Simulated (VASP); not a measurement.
Input of a VASP 6.6.1 run:

Contents of INCAR:

```
SYSTEM = InSb3
PREC = Accurate ; ENCUT = 520
EDIFF = 1E-6 ; ISMEAR = 0
SIGMA = 0.15 ; LREAL = .FALSE.
LASPH = .TRUE. ; NELM = 80
ALGO = Normal ; ISIF = 2
LWAVE = .FALSE. ; LCHARG = .FALSE.
GGA = PE ; NBANDS = 22
```

File KPOINTS:

```
regular mesh
0
G
  10 10 10
  0 0 0
```

Contents of POSCAR:

```
InSb3
1.0
    4.5393688749      0.0000000000      0.0000000000
    0.0000000000      4.5393688749      0.0000000000
    0.0000000000      0.0000000000      5.1249474598
In Sb
1 3
Direct
    0.0000000000      0.0000000000      0.0000000000
    0.5000000000      0.0000000000      0.5000000000
    0.0000000000      0.5000000000      0.5000000000
    0.5000000000      0.5000000000      0.0000000000
```

Potentials or basis: VASP PAW PBE potentials, release 64 (In_d, Sb).

Run with:

```sh
$ cat potpaw_PBE.64/In_d/POTCAR potpaw_PBE.64/Sb/POTCAR > POTCAR
$ mpirun -np 1 vasp_std > vasp.out
```

Question: Estimate the pressure.

Answer: 3.1 GPa.

Question: Estimate the band gap on the k mesh.

Answer: Zero (band 14 reaches 11.06 eV, above the bottom of band 15 at 7.00 eV).

Stress tensor (GPa, compression positive):
```
3.17 0.00 0.00
0.00 3.17 0.00
0.00 0.00 3.05
```

Caveat: spin-orbit coupling is left out, which moves the levels of the heavy elements.
